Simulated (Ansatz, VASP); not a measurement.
**WC in VASP and in Ansatz**

```xyz
2
Lattice="2.8418 0.0000 0.0000 -1.4209 2.4611 0.0000 0.0000 0.0000 2.7717" Properties=species:S:1:pos:R:3 pbc="T T T"
W     0.0000    0.0000    0.0000
C     1.4209    0.8204    1.3859
```

Change from the starting cell: volume scaled by 0.9405.

Alike in both runs: task single point; functional PBE; k mesh 13 × 13 × 12; occupations fermi-dirac, width 0.05 eV; no spin polarisation.

```csv
,VASP,Ansatz
version,VASP 6.6.1,Ansatz 0.2.0
potentials or method,"VASP PAW PBE potentials, release 64 (W_sv, C), cutoff 520 eV","all-electron LAPW, scalar-relativistic"
```

|  | VASP | Ansatz | Ansatz less VASP |
| --- | --- | --- | --- |
| pressure (GPa) | 39.3 | 37.7 | -1.59 |
| traceless stress, the component that is largest in VASP (GPa) | 3.17 | 2.90 | -0.274 |

Both programs put the cell under a high pressure, so it lies far from rest at this level. Ansatz ran all-electron here, and VASP with PAW potentials.

Neither program's run includes spin-orbit coupling.
